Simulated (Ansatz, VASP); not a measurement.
## Sb in VASP and in Ansatz

Contents of INCAR:

```
SYSTEM = Sb
ALGO = Normal
EDIFF = 1E-8
ENCUT = 520
GGA = PS
ISIF = 2
ISMEAR = -1
LASPH = .True.
LCHARG = .False.
LEFG = .True.
LREAL = .False.
LWAVE = .False.
NBANDS = 12
NELM = 80
PREC = Accurate
SIGMA = 0.05
```

KPOINTS

```
k-points
0
Gamma
  9 9 9
  0 0 0
```

Contents of POSCAR:

```
Sb
1.0
    2.2004568288      1.3005956839      3.7779225001
   -2.1007438352      1.2575836773      3.7349104935
    0.0126070064     -2.4458593611      3.7191670064
Sb
2
Direct
    0.2336400000      0.2336400000      0.2336400000
    0.7663600000      0.7663600000      0.7663600000
```

Input for Ansatz:

```yaml
crystal:
  lattice:
    - [2.2004568288, 1.3005956839, 3.7779225001]
    - [-2.1007438352, 1.2575836773, 3.7349104935]
    - [0.0126070064, -2.4458593611, 3.7191670064]
  atoms:
    - { symbol: Sb, position: [0.23364, 0.23364, 0.23364] }
    - { symbol: Sb, position: [0.76636, 0.76636, 0.76636] }
kpoints:
  mp_grid: { grid: [9, 9, 9] }
scf:
  occupations: { method: fermi_dirac, width: 0.05 }
hamiltonian:
  xc: pbesol
  pseudopotentials: { kind: paw }
output:
  forces: true
  stress: true
  eigenvalues: true
  efg: { contact_densities: true }
```

Change from the starting cell: equal xy, yz and zx shear strains of +2 %, PAW files.

Alike in both runs: task electric field gradients; functional PBEsol; k mesh 9 × 9 × 9; occupations fermi-dirac, width 0.05 eV; no spin polarisation.

|  | VASP | Ansatz |
| --- | --- | --- |
| version | VASP 6.6.1 | Ansatz 0.2.0 |
| potentials or method | VASP PAW PBE potentials, release 64 (Sb) | PAW with Ansatz's default frozen-core files, scalar-relativistic |
| plane-wave cutoff (eV) | 520 | 420 |
| valence electrons in the cell | 10 | 30 |

```tsv
	VASP	Ansatz	Ansatz less VASP
pressure (GPa)	0.6	0.4	-0.19
traceless stress, the component that is largest in VASP (GPa)	-1.18	-1.17	+0.009
rms of the force components (eV/Å)	0.133	0.105	-0.0288
size of Vzz on the site where it differs most (V/Å²)	46.0	49.6	+3.58
```

VASP's potentials were made for PBE, not for PBEsol. Atom by atom the forces differ by 0.033 eV/Å (rms over components). VASP's potentials hold 10 valence electrons a cell and Ansatz's 30, so a difference there can come from the potentials and not from the codes.

Spin-orbit coupling is off throughout.
